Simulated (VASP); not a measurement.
# Ce (Im-3m) in VASP: further runs

Ce is run at these levels: PBE+U; tasks: single point.

Everything below comes from runs of VASP 6.6.1. Logs are shortened: lines on timing, memory, paths and dates and some standing lists are left out, and cuts for length are marked.

## Step 1: The cell of the first run

Symmetry: Im-3m, No. 229, cubic system. The conventional cell has a = 4.095 Å, b = 4.095 Å, c = 4.095 Å, α = 90.00°, β = 90.00°, γ = 90.00°. Within 4.7 Å of Ce (site symmetry m-3m) lie 14 Ce at 3.55 to 4.10 Å.

This isn't the form of Ce at room conditions, which is fcc.

## Step 2: Single point, PBE+U, collinear spin, ferromagnetic start

File INCAR:

```
PREC = Accurate ; ENCUT = 500
EDIFF = 1E-6 ; ISMEAR = 0
SIGMA = 0.05 ; LREAL = False
LASPH = True ; NELM = 200
ALGO = Normal ; ISIF = 2
LWAVE = False ; LCHARG = False
ISPIN = 2 ; MAGMOM = 1
LORBIT = 11 ; LMAXMIX = 6
LDAU = True ; LDAUTYPE = 2
LDAUL = 3 ; LDAUU = 5
LDAUJ = 0 ; LDAUPRINT = 1
GGA = PE ; NBANDS = 16
GGA_COMPAT = False
```

File KPOINTS:

```
regular mesh
0
Gamma
  5 5 5
```

File POSCAR:

```
Ce
1.0
   -2.0477468801      2.0477468801      2.0477468801
    2.0477468801     -2.0477468801      2.0477468801
    2.0477468801      2.0477468801     -2.0477468801
Ce
1
Direct
    0.0000000000      0.0000000000      0.0000000000
```

Potentials or basis: VASP PAW PBE potentials, release 64 (Ce).

Started as:

```console
cat potpaw_PBE.64/Ce/POTCAR > POTCAR
mpirun -np 1 vasp_std > vasp.out
```

OUTCAR:

```text
PREC = Accurate
   ENCUT = 500
   EDIFF = 1E-6
   ISMEAR = 0
   LREAL = False
   LASPH = True
   NELM = 200
   ISIF = 2
   ISPIN = 2
   LORBIT = 11
   GGA = PE

 ion  position               nearest neighbor table
   1  0.000  0.000  0.000-

  LATTYP: Found a body centered cubic cell.
 ALAT       =     4.0954937602

  Lattice vectors:

 A1 = (  -2.0477468801,   2.0477468801,   2.0477468801)
 A2 = (   2.0477468801,  -2.0477468801,   2.0477468801)
 A3 = (   2.0477468801,   2.0477468801,  -2.0477468801)

Analysis of symmetry for initial positions (statically):
=====================================================================
 Subroutine PRICEL returns:
 Original cell was already a primitive cell.

 Routine SETGRP: Setting up the symmetry group for a
 body centered cubic supercell.

 Subroutine GETGRP returns: Found 48 space group operations
 (whereof 48 operations were pure point group operations)
 out of a pool of 48 trial point group operations.

The static configuration has the point symmetry O_h .

Analysis of symmetry for dynamics (positions and initial velocities):
=====================================================================
 Subroutine PRICEL returns:
 Original cell was already a primitive cell.

 Routine SETGRP: Setting up the symmetry group for a
 body centered cubic supercell.

 Subroutine GETGRP returns: Found 48 space group operations
 (whereof 48 operations were pure point group operations)
 out of a pool of 48 trial point group operations.

The dynamic configuration has the point symmetry O_h .

Analysis of structural, dynamic, and magnetic symmetry:
=====================================================================
 Subroutine PRICEL returns:
 Original cell was already a primitive cell.

 Routine SETGRP: Setting up the symmetry group for a
 body centered cubic supercell.

 Subroutine GETGRP returns: Found 48 space group operations
 (whereof 48 operations were pure point group operations)
 out of a pool of 48 trial point group operations.

The overall configuration has the point symmetry O_h .

 Subroutine INISYM returns: Found 48 space group operations
 (whereof 48 operations are pure point group operations),
 and found     1 'primitive' translations

----------------------------------------------------------------------------------------

                                     Primitive cell

  volume of cell :      34.3470

  direct lattice vectors                    reciprocal lattice vectors
    -2.047746880  2.047746880  2.047746880     0.000000000  0.244170803  0.244170803
     2.047746880 -2.047746880  2.047746880     0.244170803  0.000000000  0.244170803
     2.047746880  2.047746880 -2.047746880     0.244170803  0.244170803  0.000000000

  length of vectors
     3.546801637  3.546801637  3.546801637     0.345309661  0.345309661  0.345309661

  position of ions in fractional coordinates (direct lattice)
     0.000000000  0.000000000  0.000000000

  ion indices of the primitive-cell ions
   primitive index   ion index
                 1           1

----------------------------------------------------------------------------------------

 KPOINTS: regular mesh

Automatic generation of k-mesh.
 Grid dimensions read from file:
 generate k-points for:    5    5    5

 Generating k-lattice:

  Cartesian coordinates                     Fractional coordinates (reciprocal lattice)
     0.000000000  0.048834161  0.048834161     0.200000000  0.000000000  0.000000000
     0.048834161  0.000000000  0.048834161     0.000000000  0.200000000  0.000000000
     0.048834161  0.048834161  0.000000000     0.000000000  0.000000000  0.200000000

  Length of vectors
     0.069061932  0.069061932  0.069061932

  Shift w.r.t. Gamma in fractional coordinates (k-lattice)
     0.000000000  0.000000000  0.000000000

 Subroutine IBZKPT returns following result:
 ===========================================

 Found     10 irreducible k-points:

 Following reciprocal coordinates:
[... 41 lines left out ...]
   NUPDOWN=      -1.0000    fix difference up-down
   EMIN   =  10.00;   EMAX   =-10.00  energy-range for DOS
   EFERMI =   0.00;   METHOD = LEGACY
   ISMEAR =     0;   SIGMA  =   0.05  broadening in eV -4-tet -1-fermi 0-gaus
   EFERMI_NEDOS =   21; number of points for ismear=-14 and -15
   IALGO  =     38    algorithm
   IMIX   =      4    mixing-type and parameters
     AMIX     =   0.40;   BMIX     =  1.00
     AMIX_MAG =   1.60;   BMIX_MAG =  1.00
  volume/ion in A,a.u.               =      34.35       231.78
  Fermi-wavevector in a.u.,A,eV,Ry     =   1.153026  2.178903 18.088513  1.329468
  Thomas-Fermi vector in A             =   2.289673
   LORBIT       =     11    0 simple, 1 ext, 2 COOP (PROOUT), +10 PAW based schemes
 LDA+U is selected, type is set to LDAUTYPE =  2
   angular momentum for each species LDAUL =     3
   U (eV)           for each species LDAUU =   5.0
   J (eV)           for each species LDAUJ =   0.0
   GGA     = PE    functional components
   LHFCALC =     F    Hartree Fock is set to
   AEXX    =    0.0000 exact exchange contribution
   IVDW    =     0    specifies the selected vdW correction
   LEPSILON=     F    determine dielectric tensor
   LRPA    =     F    only Hartree local field effects (RPA)
 spin polarized calculation
 Gauss-broadening in eV      SIGMA  =   0.05
  energy-cutoff  :      500.00
  volume of cell :       34.35
 maximum number of plane-waves:       887
 NGX is ok and might be reduce to    28
   NGX = 13   NGY = 13   NGZ = 13

 number of electron      11.9999999 magnetization      -0.0049140

atom =   1  type =  1  l = 3

 onsite density matrix

spin component  1

  0.0424 -0.0000 -0.0407 -0.0000  0.0000 -0.0000  0.0000
 -0.0000  0.0036  0.0000  0.0000 -0.0000  0.0000  0.0000
 -0.0407  0.0000  0.0634  0.0000  0.0000 -0.0000  0.0000
 -0.0000  0.0000  0.0000  0.0109 -0.0000 -0.0000  0.0000
  0.0000 -0.0000  0.0000 -0.0000  0.0634 -0.0000  0.0407
 -0.0000  0.0000 -0.0000 -0.0000 -0.0000  0.0949  0.0000
  0.0000  0.0000  0.0000  0.0000  0.0407  0.0000  0.0424

spin component  2

  0.0424 -0.0000 -0.0406 -0.0000  0.0000  0.0000  0.0000
 -0.0000  0.0035  0.0000  0.0000 -0.0000  0.0000  0.0000
 -0.0406  0.0000  0.0634 -0.0000  0.0000 -0.0000 -0.0000
 -0.0000  0.0000 -0.0000  0.0110 -0.0000 -0.0000  0.0000
  0.0000 -0.0000  0.0000 -0.0000  0.0634  0.0000  0.0406
  0.0000  0.0000 -0.0000 -0.0000  0.0000  0.0949  0.0000
  0.0000  0.0000 -0.0000  0.0000  0.0406  0.0000  0.0424

 occupancies and eigenvectors

  o =  0.0035  v =  0.0000  0.0000  0.0000  0.0000  0.0000  0.0000  0.0000  0.0000  1.0000  0.0000  0.0000  0.0000  0.0000 -0.0000      0.0000  0.0000  0.0000  0.0000  0.0000  0.0000  0.0000  0.0000  0.0000  0.0000  0.0000  0.0000  0.0000  0.0000
  o =  0.0036  v =  0.0000 -1.0000  0.0000 -0.0000 -0.0000  0.0000  0.0000  0.0000  0.0000  0.0000  0.0000  0.0000  0.0000  0.0000      0.0000  0.0000  0.0000  0.0000  0.0000  0.0000  0.0000  0.0000  0.0000  0.0000  0.0000  0.0000  0.0000  0.0000
  o =  0.0109  v = -0.0213  0.0000 -0.0165  0.0000 -0.6121  0.0000  0.7903  0.0000  0.0000  0.0000  0.0000  0.0000  0.0000  0.0000      0.0000  0.0000  0.0000  0.0000  0.0000  0.0000  0.0000  0.0000  0.0000  0.0000  0.0000  0.0000  0.0000  0.0000
  o =  0.0109  v = -0.7903 -0.0000 -0.6121 -0.0000  0.0165 -0.0000 -0.0213  0.0000  0.0000  0.0000  0.0000  0.0000  0.0000  0.0000      0.0000  0.0000  0.0000  0.0000  0.0000  0.0000  0.0000  0.0000  0.0000  0.0000  0.0000  0.0000  0.0000  0.0000
  o =  0.0109  v =  0.0000  0.0000  0.0000 -1.0000 -0.0000  0.0000  0.0000  0.0000  0.0000  0.0000  0.0000  0.0000  0.0000  0.0000      0.0000  0.0000  0.0000  0.0000  0.0000  0.0000  0.0000  0.0000  0.0000  0.0000  0.0000  0.0000  0.0000  0.0000
  o =  0.0110  v =  0.0000  0.0000  0.0000  0.0000  0.0000  0.0000  0.0000  0.0115  0.0000  0.0089  0.0000 -0.6123  0.0000  0.7905      0.0000  0.0000  0.0000  0.0000  0.0000  0.0000  0.0000  0.0000  0.0000  0.0000  0.0000  0.0000  0.0000  0.0000
  o =  0.0110  v =  0.0000  0.0000  0.0000  0.0000  0.0000  0.0000  0.0000  0.7905 -0.0000  0.6123  0.0000  0.0089  0.0000 -0.0115      0.0000  0.0000  0.0000  0.0000  0.0000  0.0000  0.0000  0.0000  0.0000  0.0000  0.0000  0.0000  0.0000  0.0000
  o =  0.0110  v =  0.0000  0.0000  0.0000  0.0000  0.0000  0.0000  0.0000  0.0000  0.0000  0.0000 -1.0000 -0.0000  0.0000  0.0000      0.0000  0.0000  0.0000  0.0000  0.0000  0.0000  0.0000  0.0000  0.0000  0.0000  0.0000  0.0000  0.0000  0.0000
  o =  0.0949  v =  0.0000  0.0000  0.0000  0.0000  0.0000  0.0000  0.0000 -0.0050  0.0000  0.0064 -0.0000  0.7905 -0.0003  0.6124      0.0000  0.0000  0.0000  0.0000  0.0000  0.0000  0.0000  0.0000  0.0000  0.0000  0.0000  0.0000  0.0000  0.0000
  o =  0.0949  v =  0.0000  0.0000  0.0000  0.0000  0.0000  0.0000  0.0000  0.6124  0.0000 -0.7905 -0.0000  0.0064 -0.0004  0.0050      0.0000  0.0000  0.0000  0.0000  0.0000  0.0000  0.0000  0.0000  0.0000  0.0000  0.0000  0.0000  0.0000  0.0000
  o =  0.0949  v =  0.0000  0.0000  0.0000  0.0000  0.0000  0.0000  0.0000 -0.0002  0.0000  0.0003 -0.0000 -0.0003 -1.0000 -0.0002      0.0000  0.0000  0.0000  0.0000  0.0000  0.0000  0.0000  0.0000  0.0000  0.0000  0.0000  0.0000  0.0000  0.0000
  o =  0.0949  v =  0.6124 -0.0000 -0.7906 -0.0000  0.0000 -0.0000  0.0000  0.0000  0.0000  0.0000  0.0000  0.0000  0.0000  0.0000      0.0000  0.0000  0.0000  0.0000  0.0000  0.0000  0.0000  0.0000  0.0000  0.0000  0.0000  0.0000  0.0000  0.0000
  o =  0.0949  v =  0.0000 -0.0000  0.0000  0.0000  0.7906 -0.0015  0.6124  0.0000  0.0000  0.0000  0.0000  0.0000  0.0000  0.0000      0.0000  0.0000  0.0000  0.0000  0.0000  0.0000  0.0000  0.0000  0.0000  0.0000  0.0000  0.0000  0.0000  0.0000
  o =  0.0949  v = -0.0000  0.0000  0.0000 -0.0000  0.0012  1.0000  0.0009  0.0000  0.0000  0.0000  0.0000  0.0000  0.0000  0.0000      0.0000  0.0000  0.0000  0.0000  0.0000  0.0000  0.0000  0.0000  0.0000  0.0000  0.0000  0.0000  0.0000  0.0000

 number of electron      12.0000000 magnetization       0.0004950

 Free energy of the ion-electron system (eV)
  ---------------------------------------------------
  ext. energy  EPLUGINS =         0.00000000
  ---------------------------------------------------
  free energy    TOTEN  =        -3.70380496 eV

  energy without entropy =       -3.70089402  energy(sigma->0) =       -3.70234949

 E-fermi :   6.8543     XC(G=0): -10.1341

 val. band max:        6.8073192089   @ k =   0.2000   0.0000   0.0000
 cond. band min:       6.8872742796   @ k =   0.2000   0.0000   0.0000
 fundamental gap:      0.0799550707
 Fermi energy:         6.8543180781

 spin component 1

 k-point     1 :       0.0000    0.0000    0.0000
  band No.  band energies     occupation
      1     -28.9115      1.00000
      2     -10.7029      1.00000
      3     -10.7029      1.00000
      4     -10.7029      1.00000
      5       3.5034      1.00000
      6       6.9703      0.00052
[... 166 lines left out ...]
      2     -11.5926      1.00000
      3     -11.5006      1.00000
      4     -11.5006      1.00000
      5       5.1373      1.00000
      6       5.4248      1.00000
[... 8 lines left out ...]
     15      11.1494      0.00000
     16      12.2266      0.00000
 Fermi energy:         6.8543180781

 spin component 2

 k-point     1 :       0.0000    0.0000    0.0000
  band No.  band energies     occupation
      1     -28.9114      1.00000
      2     -10.7028      1.00000
      3     -10.7028      1.00000
      4     -10.7028      1.00000
      5       3.5038      1.00000
      6       6.9707      0.00050
[... 167 lines left out ...]
      3     -11.5005      1.00000
      4     -11.5005      1.00000
      5       5.1375      1.00000
      6       5.4249      1.00000
[... 8 lines left out ...]
     15      11.1498      0.00000
     16      12.2269      0.00000

------------------------ aborting loop because EDIFF is reached ----------------------------------------

  FORCE on cell =-STRESS in cart. coord.  units (eV):
  Direction    XX          YY          ZZ          XY          YZ          ZX
  --------------------------------------------------------------------------------------
  -------------------------------------------------------------------------------------
  Total       -1.3062168     -1.3062168     -1.3062168     -0.0000000     -0.0000000      0.0000000
  in kB      -60.9308200    -60.9308200    -60.9308200     -0.0000000     -0.0000000      0.0000000
  external PRESSURE =     -60.9308200 kB  Pullay stress =       0.0000000 kB

 VOLUME and BASIS-vectors are now :
 -----------------------------------------------------------------------------
  energy-cutoff  :      500.00
  volume of cell :       34.35
      direct lattice vectors                 reciprocal lattice vectors
    -2.047746880  2.047746880  2.047746880     0.000000000  0.244170803  0.244170803
     2.047746880 -2.047746880  2.047746880     0.244170803  0.000000000  0.244170803
     2.047746880  2.047746880 -2.047746880     0.244170803  0.244170803  0.000000000

 POSITION                                       TOTAL-FORCE (eV/Angst)
 -----------------------------------------------------------------------------------
      0.00000      0.00000      0.00000        -0.000000      0.000000     -0.000000
 -----------------------------------------------------------------------------------
    total drift:                                0.000000      0.000000      0.000000

  FREE ENERGIE OF THE ION-ELECTRON SYSTEM (eV)
  ---------------------------------------------------
  free  energy   TOTEN  =        -3.7038049602 eV

  energy  without entropy=       -3.7008940235  energy(sigma->0) =       -3.70234949

 total charge

# of ion       s       p       d       f       tot
--------------------------------------------------
    1        2.061   5.640   1.173   0.640   9.514

 magnetization (x)

# of ion       s       p       d       f       tot
--------------------------------------------------
    1        0.000  -0.000   0.000   0.000   0.000
```

It took 2.2 min on 1 thread of AMD EPYC 7R13, shared host; peak memory 0.16 GiB.

Results:

* Free energy: -3.7038 eV
* Pressure: -6.1 GPa
* Band gap on the k mesh: zero (filled and empty bands overlap)
* Net moment: 0.00 μB per cell
* Valence electrons inside the program's atomic spheres: Ce 9.51

Levels at points of the mesh, in eV from the Fermi level:
Spin up:
```
           k point  band 4  band 5  band 6  band 7  band 8  band 9
(0.00, 0.00, 0.00)  -17.56   -3.35    0.12    0.12    0.12    1.00
```
Spin down:
| k point | band 3 | band 4 | band 5 | band 6 | band 7 | band 8 | band 9 | band 10 |
| --- | --- | --- | --- | --- | --- | --- | --- | --- |
| (0.00, 0.00, 0.00) | -17.56 | -17.56 | -3.35 | 0.12 | 0.12 | 0.12 | 1.00 | 1.00 |

Eigenvalues of the final occupation matrices:
```csv
site,spin,trace,eigenvalues
site 1 f,1,0.32,0.00 0.01 0.01 0.01 0.09 0.09 0.09
site 1 f,2,0.32,0.00 0.01 0.01 0.01 0.09 0.09 0.09
```

Caveat: the k points lie up to 0.43 Å⁻¹ apart; the magnetic or orbital state may not be the lowest; spin-orbit coupling is left out, which moves the levels of the heavy elements. The state reached can hang on the start; a lower one may exist.

## Step 3: Single point, PBE+U, collinear spin, ferromagnetic start (34.91 Å³/atom)

This run uses another cell than the first one, of 34.91 Å³/atom.

File INCAR:

```
  PREC = Accurate
  ENCUT = 500
  EDIFF = 1E-6
  ISMEAR = 0
  SIGMA = 0.05
  LREAL = F
  LASPH = T
  NELM = 200
  ALGO = Normal
  ISIF = 2
  LWAVE = F
  LCHARG = F
  ISPIN = 2
  MAGMOM = 1.49
  LORBIT = 11
  LMAXMIX = 6
  LDAU = T
  LDAUTYPE = 2
  LDAUL = 3
  LDAUU = 5
  LDAUJ = 0
  LDAUPRINT = 1
  GGA = PE
  NBANDS = 16
  GGA_COMPAT = F
```

File KPOINTS:

```
Automatic mesh
0
Gamma
  8 8 8
```

File POSCAR:

```
Ce
1.0
   -2.0588320397      2.0588320397      2.0588320397
    2.0588320397     -2.0588320397      2.0588320397
    2.0588320397      2.0588320397     -2.0588320397
Ce
1
Direct
    0.0000000000      0.0000000000      0.0000000000
```

Potentials or basis: VASP PAW PBE potentials, release 64 (Ce).

Started as:

```console
cat potpaw_PBE.64/Ce/POTCAR > POTCAR
mpirun -np 1 vasp_std > vasp.out
```

It took 2.4 min on 1 thread of AMD EPYC 7R13, shared host; peak memory 0.17 GiB.

The run converged. Its results:

* Free energy: -3.7070 eV
* Pressure: -7.0 GPa
* Band gap on the k mesh: zero (filled and empty bands overlap)
* Net moment: 0.00 μB per cell
* Valence electrons inside the program's atomic spheres: Ce 9.51

Levels at points of the mesh, in eV from the Fermi level:
Spin up:
| k point | band 3 | band 4 | band 5 | band 6 | band 7 | band 8 | band 9 | band 10 |
| --- | --- | --- | --- | --- | --- | --- | --- | --- |
| (0.00, 0.00, 0.00) | -17.62 | -17.62 | -3.41 | 0.11 | 0.11 | 0.11 | 0.98 | 0.98 |
| (0.50, 0.00, 0.00) | -18.02 | -17.64 | -1.95 | -0.36 | 0.20 | 0.38 | 0.46 | 0.77 |
| (0.50, 0.50, 0.50) | -18.47 | -18.47 | -1.98 | -1.98 | 0.58 | 0.58 | 0.58 | 0.66 |
Spin down:
```csv
k point,band 2,band 3,band 4,band 5,band 6,band 7,band 8,band 9,band 10,band 11
"(0.00, 0.00, 0.00)",-17.62,-17.62,-17.62,-3.41,0.11,0.11,0.11,0.98,0.98,0.98
"(0.50, 0.00, 0.00)",-18.86,-18.02,-17.64,-1.95,-0.36,0.20,0.38,0.46,0.77,0.77
"(0.50, 0.50, 0.50)",-18.47,-18.47,-18.47,-1.98,-1.98,0.58,0.58,0.58,0.66,0.72
```

Eigenvalues of the final occupation matrices:
```tsv
site	spin	trace	eigenvalues
site 1 f	1	0.33	0.01 0.01 0.01 0.01 0.10 0.10 0.10
site 1 f	2	0.33	0.01 0.01 0.01 0.01 0.10 0.10 0.10
```

Caveat: the magnetic or orbital state may not be the lowest; the cell stands under tension; spin-orbit coupling is left out, which moves the levels of the heavy elements.

## Step 4: Single point, PBE+U, collinear spin, ferromagnetic start

This run uses another cell than the first one, of 36.32 Å³/atom.

File INCAR:

```
PREC = Accurate
ENCUT = 500
EDIFF = 1E-6
ISMEAR = 0
SIGMA = 0.05
LREAL = False
LASPH = True
NELM = 200
ALGO = Normal
ISIF = 2
LWAVE = False
LCHARG = True
ISPIN = 2
MAGMOM = 1.52
LORBIT = 11
LMAXMIX = 6
LDAU = True
LDAUTYPE = 2
LDAUL = 3
LDAUU = 5
LDAUJ = 0
LDAUPRINT = 1
GGA = PE
LELF = True
LVHAR = True
NBANDS = 16
GGA_COMPAT = False
```

KPOINTS is that of step 3.

File POSCAR:

```
Ce
1.0
   -2.0862508941      2.0862508941      2.0862508941
    2.0862508941     -2.0862508941      2.0862508941
    2.0862508941      2.0862508941     -2.0862508941
Ce
1
Direct
    0.0000000000      0.0000000000      0.0000000000
```

Started as:

```console
cat potpaw_PBE.64/Ce/POTCAR > POTCAR
mpirun -np 1 vasp_std > vasp.out
```

Run time: 3.7 min. Hardware: 1 thread of AMD EPYC 7R13, shared host; peak memory 0.17 GiB.

The run converged. Its results:

- Free energy: -3.6439 eV
- Pressure: -7.5 GPa
- Band gap on the k mesh: zero (filled and empty bands overlap)
- Net moment: 0.00 μB per cell
- Valence electrons inside the program's atomic spheres: Ce 9.48

Levels at points of the mesh, in eV from the Fermi level:
Spin up:
| k point | band 3 | band 4 | band 5 | band 6 | band 7 | band 8 | band 9 | band 10 |
| --- | --- | --- | --- | --- | --- | --- | --- | --- |
| (0.00, 0.00, 0.00) | -17.73 | -17.73 | -3.41 | 0.10 | 0.10 | 0.10 | 0.96 | 0.96 |
| (0.50, 0.00, 0.00) | -18.08 | -17.74 | -1.88 | -0.31 | 0.19 | 0.35 | 0.42 | 0.76 |
| (0.50, 0.50, 0.50) | -18.49 | -18.49 | -1.86 | -1.86 | 0.53 | 0.53 | 0.53 | 0.67 |
Spin down:
```
           k point  band 2  band 3  band 4  band 5  band 6  band 7  band 8  band 9  band 10  band 11
(0.00, 0.00, 0.00)  -17.73  -17.73  -17.73   -3.41    0.10    0.10    0.10    0.96     0.96     0.96
(0.50, 0.00, 0.00)  -18.83  -18.08  -17.74   -1.88   -0.31    0.19    0.35    0.42     0.76     0.76
(0.50, 0.50, 0.50)  -18.49  -18.49  -18.49   -1.86   -1.86    0.53    0.53    0.53     0.67     0.71
```

Eigenvalues of the final occupation matrices:
```csv
site,spin,trace,eigenvalues
site 1 f,1,0.33,0.00 0.01 0.01 0.01 0.10 0.10 0.10
site 1 f,2,0.33,0.00 0.01 0.01 0.01 0.10 0.10 0.10
```

Caveat: the magnetic or orbital state may not be the lowest; the cell stands under tension; spin-orbit coupling is left out, which moves the levels of the heavy elements. The state reached can hang on the start; a lower one may exist.

(Part 1 of 2 ends here.)
